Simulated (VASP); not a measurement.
# Zn (Fm-3m) in VASP: a series of runs

Zn is run at these levels: r2SCAN+D3(BJ); tasks: single point.

All numbers are computed with VASP 6.6.1; they aren't measurements. Logs are shortened: lines on timing, memory, paths and dates and some standing lists are left out, and cuts for length are marked.

### 1 The cell of the first run

It takes space group Fm-3m (No. 225, cubic). The conventional cell has a = 3.940 Å, b = 3.940 Å, c = 3.940 Å, α = 90.00°, β = 90.00°, γ = 90.00°. Within 3.7 Å of Zn (site symmetry m-3m) lie 12 Zn at 2.79 Å.

This isn't the form of Zn at room conditions, which is hcp.

### 2 Single point, r2SCAN+D3(BJ)

The input, POSCAR:

```
Zn
1.0
    0.0000000000      1.9700000000      1.9700000000
    1.9700000000      0.0000000000      1.9700000000
    1.9700000000      1.9700000000      0.0000000000
Zn
1
Direct
    0.0000000000      0.0000000000      0.0000000000
```

The input, INCAR.step1:

```
ALGO = Normal
EDIFF = 1E-5
ENCUT = 550
GGA = PE
GGA_COMPAT = F
ISMEAR = -1
LASPH = T
LCHARG = F
LREAL = F
LWAVE = T
NBANDS = 12
NELM = 120
PREC = Accurate
SIGMA = 0.1
```

The input, INCAR.step2:

```
ALGO = Normal
EDIFF = 1E-6
ENCUT = 550
GGA_COMPAT = F
ISIF = 2
ISMEAR = -1
ISTART = 1
IVDW = 12
LASPH = T
LCHARG = F
LMIXTAU = T
LREAL = F
LWAVE = F
METAGGA = R2SCAN
NBANDS = 12
NELM = 120
PREC = Accurate
SIGMA = 0.1
VDW_A1 = 0.49484001
VDW_A2 = 5.73083694
VDW_S6 = 1.0
VDW_S8 = 0.78981345
```

The input, KPOINTS:

```
k-points
0
Gamma
  20 20 20
```

Potentials or basis: VASP PAW PBE potentials, release 64 (Zn).

Launch:

```bash
$ cat potpaw_PBE.64/Zn/POTCAR > POTCAR
$ cp INCAR.step1 INCAR
$ mpirun -np 1 vasp_std > vasp.out
$ cp INCAR.step2 INCAR
$ mpirun -np 1 vasp_std > vasp.out
```

OUTCAR:

```text
EDIFF = 1E-6
   ENCUT = 550
   ISIF = 2
   ISMEAR = -1
   ISTART = 1
   IVDW = 12
   LASPH = T
   LREAL = F
   METAGGA = R2SCAN
   NELM = 120
   PREC = Accurate
 IVDW          = 12

 ion  position               nearest neighbor table
   1  0.000  0.000  0.000-

  LATTYP: Found a face centered cubic cell.
 ALAT       =     3.9400000000

  Lattice vectors:

 A1 = (   0.0000000000,   1.9700000000,   1.9700000000)
 A2 = (   1.9700000000,   0.0000000000,   1.9700000000)
 A3 = (   1.9700000000,   1.9700000000,   0.0000000000)

Analysis of symmetry for initial positions (statically):
=====================================================================
 Subroutine PRICEL returns:
 Original cell was already a primitive cell.

 Routine SETGRP: Setting up the symmetry group for a
 face centered cubic supercell.

 Subroutine GETGRP returns: Found 48 space group operations
 (whereof 48 operations were pure point group operations)
 out of a pool of 48 trial point group operations.

The static configuration has the point symmetry O_h .

Analysis of symmetry for dynamics (positions and initial velocities):
=====================================================================
 Subroutine PRICEL returns:
 Original cell was already a primitive cell.

 Routine SETGRP: Setting up the symmetry group for a
 face centered cubic supercell.

 Subroutine GETGRP returns: Found 48 space group operations
 (whereof 48 operations were pure point group operations)
 out of a pool of 48 trial point group operations.

The dynamic configuration has the point symmetry O_h .

 Subroutine INISYM returns: Found 48 space group operations
 (whereof 48 operations are pure point group operations),
 and found     1 'primitive' translations

----------------------------------------------------------------------------------------

                                     Primitive cell

  volume of cell :      15.2907

  direct lattice vectors                    reciprocal lattice vectors
     0.000000000  1.970000000  1.970000000    -0.253807107  0.253807107  0.253807107
     1.970000000  0.000000000  1.970000000     0.253807107 -0.253807107  0.253807107
     1.970000000  1.970000000  0.000000000     0.253807107  0.253807107 -0.253807107

  length of vectors
     2.786000718  2.786000718  2.786000718     0.439606804  0.439606804  0.439606804

  position of ions in fractional coordinates (direct lattice)
     0.000000000  0.000000000  0.000000000

  ion indices of the primitive-cell ions
   primitive index   ion index
                 1           1

----------------------------------------------------------------------------------------

 KPOINTS: k-points

Automatic generation of k-mesh.
 Grid dimensions read from file:
 generate k-points for:   20   20   20

 Generating k-lattice:

  Cartesian coordinates                     Fractional coordinates (reciprocal lattice)
    -0.012690355  0.012690355  0.012690355     0.050000000  0.000000000  0.000000000
     0.012690355 -0.012690355  0.012690355     0.000000000  0.050000000  0.000000000
     0.012690355  0.012690355 -0.012690355     0.000000000  0.000000000  0.050000000

  Length of vectors
     0.021980340  0.021980340  0.021980340

  Shift w.r.t. Gamma in fractional coordinates (k-lattice)
     0.000000000  0.000000000  0.000000000

 Subroutine IBZKPT returns following result:
 ===========================================

 Found    256 irreducible k-points:

 Following reciprocal coordinates:
            Coordinates               Weight
  0.000000  0.000000  0.000000      1.000000
  0.050000  0.000000  0.000000      8.000000
  0.100000  0.000000  0.000000      8.000000
  0.150000  0.000000  0.000000      8.000000
  0.200000  0.000000  0.000000      8.000000
  0.250000  0.000000  0.000000      8.000000
[... 16 lines left out ...]
 -0.400000  0.050000  0.000000     24.000000
 -0.350000  0.050000  0.000000     24.000000
 [... further k-points ...]
   k-points           NKPTS =    256   k-points in BZ     NKDIM =    256   number of bands    NBANDS=     12
   number of dos      NEDOS =    301   number of ions     NIONS =      1
   total plane-waves  NPLWV =  13824
   dimension x,y,z NGX =    24 NGY =   24 NGZ =   24
   dimension x,y,z NGXF=    48 NGYF=   48 NGZF=   48
   ions per type =               1
   NGX,Y,Z   is equivalent  to a cutoff of  14.32, 14.32, 14.32 a.u.
   NGXF,Y,Z  is equivalent  to a cutoff of  28.64, 28.64, 28.64 a.u.
 SYSTEM =  unknown system
   PREC   = accura    normal or accurate (medium, high low for compatibility)
   ISTART =      1    job   : 0-new  1-cont  2-samecut
   ICHARG =      0    charge: 1-file 2-atom 10-const
   ISPIN  =      1    spin polarized calculation?
   LNONCOLLINEAR =      F non collinear calculations
   LSORBIT =      F    spin-orbit coupling
   LASPH  =      T    aspherical Exc in radial PAW
   ENCUT  =  550.0 eV  40.42 Ry    6.36 a.u.   5.33  5.33  5.33*2*pi/ulx,y,z
   NELM   =    120;   NELMIN=  2; NELMDL=  0     # of ELM steps
   EDIFF  = 0.1E-05   stopping-criterion for ELM
   LREAL  =      F    real-space projection
   EDIFFG = 0.1E-04   stopping-criterion for IOM
   NSW    =      0    number of steps for IOM
   IBRION =     -1    ionic relax: 0-MD 1-quasi-New 2-CG
   NFREE  =      0    steps in history (QN), initial steepest desc. (CG)
   ISIF   =      2    stress and relaxation
   ISYM   =      2    0-nonsym 1-usesym 2-fastsym
   POTIM  = 0.5000    time-step for ionic-motion
   TEBEG  =    0.0;   TEEND  =   0.0 temperature during run
   PSTRESS=    0.0 pullay stress
   NELECT =      12.0000    total number of electrons
   NUPDOWN=      -1.0000    fix difference up-down
   EMIN   =  10.00;   EMAX   =-10.00  energy-range for DOS
   EFERMI =   0.00;   METHOD = LEGACY
   ISMEAR =    -1;   SIGMA  =   0.10  broadening in eV -4-tet -1-fermi 0-gaus
   EFERMI_NEDOS =   21; number of points for ismear=-14 and -15
   IALGO  =     38    algorithm
   IMIX   =      4    mixing-type and parameters
     AMIX     =   0.40;   BMIX     =  1.00
     AMIX_MAG =   1.60;   BMIX_MAG =  1.00
  volume/ion in A,a.u.               =      15.29       103.19
  Fermi-wavevector in a.u.,A,eV,Ry     =   1.510054  2.853587 31.024845  2.280262
  Thomas-Fermi vector in A             =   2.620294
   LORBIT       =      0    0 simple, 1 ext, 2 COOP (PROOUT), +10 PAW based schemes
   METAGGA = R2SCAN    functional components
   LHFCALC =     F    Hartree Fock is set to
   AEXX    =    0.0000 exact exchange contribution
   IVDW    =    12    specifies the selected vdW correction
   LEPSILON=     F    determine dielectric tensor
   LRPA    =     F    only Hartree local field effects (RPA)
 non-spin polarized calculation
  energy-cutoff  :      550.00
  volume of cell :       15.29
 maximum number of plane-waves:       464
 NGX is ok and might be reduce to    24
   NGX = 11   NGY = 11   NGZ = 11

 number of electron      12.0000006 magnetization

 Free energy of the ion-electron system (eV)
  ---------------------------------------------------
  ext. energy  EPLUGINS =         0.00000000
  ---------------------------------------------------
  free energy    TOTEN  =        -8.85867308 eV

  energy without entropy =       -8.85009344  energy(sigma->0) =       -8.85438326

 E-fermi :   2.9219     XC(G=0): -12.6265

 val. band max:        2.8470223162   @ k =  -0.3500   0.4500   0.2000
 cond. band min:       2.9650203349   @ k =  -0.3500   0.4000   0.1500
 fundamental gap:      0.1179980187
 Fermi energy:         2.9219006711

 k-point     1 :       0.0000    0.0000    0.0000
  band No.  band energies     occupation
      1      -7.8678      2.00000
      2      -5.0179      2.00000
      3      -5.0179      2.00000
      4      -5.0179      2.00000
      5      -4.6377      2.00000
      6      -4.6377      2.00000
      7      22.1365      0.00000
      8      22.1365      0.00000
      9      22.1365      0.00000
     10      22.5452      0.00000
     11      24.6341      0.00000
     12      24.6341      0.00000

 k-point     2 :       0.0500    0.0000    0.0000
  band No.  band energies     occupation
      1      -7.7889      2.00000
      2      -5.0246      2.00000
      3      -5.0091      2.00000
      4      -5.0091      2.00000
      5      -4.6403      2.00000
      6      -4.6403      2.00000
      7      20.4670      0.00000
      8      21.8271      0.00000
      9      21.8271      0.00000
     10      22.4023      0.00000
     11      25.0784      0.00000
     12      25.0784      0.00000

 k-point     3 :       0.1000    0.0000    0.0000
  band No.  band energies     occupation
      1      -7.5550      2.00000
      2      -5.0410      2.00000
      3      -4.9856      2.00000
      4      -4.9856      2.00000
      5      -4.6457      2.00000
      6      -4.6457      2.00000
      7      17.9116      0.00000
      8      21.2271      0.00000
      9      21.2271      0.00000
     10      22.3096      0.00000
     11      26.0789      0.00000
     12      26.0789      0.00000
[... 286 lines left out ...]
 k-point    23 :      -0.4000    0.0500    0.0000
  band No.  band energies     occupation
      1      -5.7367      2.00000
      2      -5.0156      2.00000
      3      -4.9976      2.00000
      4      -4.4139      2.00000
      5      -4.4105      2.00000
      6      -1.7955      2.00000
      7       3.7588      0.00046
      8      17.5145      0.00000
      9      19.2450      0.00000
     10      20.9026      0.00000
     11      22.8072      0.00000
     12      24.1156      0.00000

 k-point    24 :      -0.3500    0.0500    0.0000
  band No.  band energies     occupation
      1      -5.7374      2.00000
      2      -4.9937      2.00000
      3      -4.9779      2.00000
      4      -4.4708      2.00000
      5      -4.4674      2.00000
      6      -2.9756      2.00000
      7       5.6353      0.00000
      8      17.4153      0.00000
      9      19.7580      0.00000
     10      21.3507      0.00000
     11      22.9845      0.00000
     12      24.3239      0.00000

 [... further k-points ...]

------------------------ aborting loop because EDIFF is reached ----------------------------------------

 Edisp (eV)   -0.18936

 E8    (eV) :    -0.0622

  FORCE on cell =-STRESS in cart. coord.  units (eV):
  Direction    XX          YY          ZZ          XY          YZ          ZX
  --------------------------------------------------------------------------------------
  -------------------------------------------------------------------------------------
  Total      -0.63194    -0.63194    -0.63194     0.00000     0.00000    -0.00000
  in kB     -66.21521   -66.21521   -66.21521     0.00000     0.00000    -0.00000
  external pressure =      -66.22 kB  Pullay stress =        0.00 kB

 VOLUME and BASIS-vectors are now :
 -----------------------------------------------------------------------------
  energy-cutoff  :      550.00
  volume of cell :       15.29
      direct lattice vectors                 reciprocal lattice vectors
     0.000000000  1.970000000  1.970000000    -0.253807107  0.253807107  0.253807107
     1.970000000  0.000000000  1.970000000     0.253807107 -0.253807107  0.253807107
     1.970000000  1.970000000  0.000000000     0.253807107  0.253807107 -0.253807107

 POSITION                                       TOTAL-FORCE (eV/Angst)
 -----------------------------------------------------------------------------------
      0.00000      0.00000      0.00000        -0.000000     -0.000000      0.000000
 -----------------------------------------------------------------------------------
    total drift:                               -0.000000      0.000000     -0.000000

  FREE ENERGIE OF THE ION-ELECTRON SYSTEM (eV)
  ---------------------------------------------------
  free  energy   TOTEN  =        -9.0480356371 eV

  energy  without entropy=       -9.0394559982  energy(sigma->0) =       -9.04374582
```

Run time: 54 s. Hardware: 1 thread of Intel Xeon 6975P-C (Granite Rapids), shared host; peak memory 0.19 GiB.

What came out:

```yaml
Free_energy: -9.0480 eV
Pressure: -6.6 GPa
Band_gap_on_the_k_mesh: zero (bands 6 and 7 overlap by 3.67 eV)
Dispersion_energy_per_atom: -0.189 eV
```

Caveat: three body term missing; the cell stands under tension; the PAW data sets were made with another functional, which shifts forces and pressure a little.

### 3 Single point, r2SCAN+D3(BJ)

POSCAR is that of step 2.

The input, INCAR.step1:

```
SYSTEM = Zn
PREC     = Accurate       ! precision mode
ENCUT    = 550            ! plane-wave cutoff, eV
ISMEAR   = -1             ! smearing method
SIGMA    = 0.1            ! smearing width, eV
LREAL    = .False.        ! projectors in reciprocal space
LASPH    = .True.         ! aspherical terms in the spheres
NELM     = 120            ! most SCF steps
NBANDS   = 12             ! bands
GGA      = PE             ! functional
ALGO     = Normal         ! electronic algorithm
EDIFF    = 1E-5           ! SCF threshold, eV
LWAVE    = .True.         ! write WAVECAR
LCHARG   = .False.        ! write CHGCAR
GGA_COMPAT= .False.
```

The input, INCAR.step2:

```
SYSTEM = Zn
PREC     = Accurate       ! precision mode
ENCUT    = 550            ! plane-wave cutoff, eV
EDIFF    = 1E-6           ! SCF threshold, eV
ISMEAR   = -1             ! smearing method
SIGMA    = 0.1            ! smearing width, eV
LREAL    = .False.        ! projectors in reciprocal space
LASPH    = .True.         ! aspherical terms in the spheres
NELM     = 120            ! most SCF steps
ALGO     = Normal         ! electronic algorithm
ISIF     = 2              ! what is computed and relaxed
LWAVE    = .False.        ! write WAVECAR
LCHARG   = .True.         ! write CHGCAR
METAGGA  = R2SCAN         ! meta-GGA
LMIXTAU  = .True.       
IVDW     = 12             ! dispersion correction
VDW_S6   = 1.0          
VDW_S8   = 0.78981345   
VDW_A1   = 0.49484001   
VDW_A2   = 5.73083694   
LELF     = .True.         ! ELF
LVHAR    = .True.       
NBANDS   = 12             ! bands
ISTART   = 1            
GGA_COMPAT= .False.
```

The input, KPOINTS:

```
Automatic mesh
0
Gamma
  20 20 20
  0 0 0
```

Potentials or basis: VASP PAW PBE potentials, release 64 (Zn).

Launch:

```bash
$ cat potpaw_PBE.64/Zn/POTCAR > POTCAR
$ cp INCAR.step1 INCAR
$ mpirun -np 1 vasp_std > vasp.out
$ cp INCAR.step2 INCAR
$ mpirun -np 1 vasp_std > vasp.out
```

Run time: 54 s. Hardware: 1 thread of Intel Xeon 6975P-C (Granite Rapids), shared host; peak memory 0.19 GiB.

It converged, with:

* Free energy: -9.0480 eV
* Pressure: -6.6 GPa
* Band gap on the k mesh: zero (bands 6 and 7 overlap by 3.67 eV)
* Dispersion energy per atom: -0.189 eV

Levels at points of the mesh, in eV from the Fermi level:
```tsv
k point	band 2	band 3	band 4	band 5	band 6	band 7	band 8	band 9	band 10	band 11
(0.00, 0.00, 0.00)	-7.94	-7.94	-7.94	-7.56	-7.56	19.21	19.21	19.21	19.62	21.71
(0.50, 0.00, 0.00)	-7.95	-7.95	-7.28	-7.28	-3.07	-1.40	16.05	16.05	18.26	19.58
(0.50, 0.50, 0.00)	-8.57	-7.29	-7.20	-7.20	-1.11	1.89	8.88	8.88	12.29	13.89
```

Caveat: three body term missing; the cell stands under tension; the PAW data sets were made with another functional, which shifts forces and pressure a little.
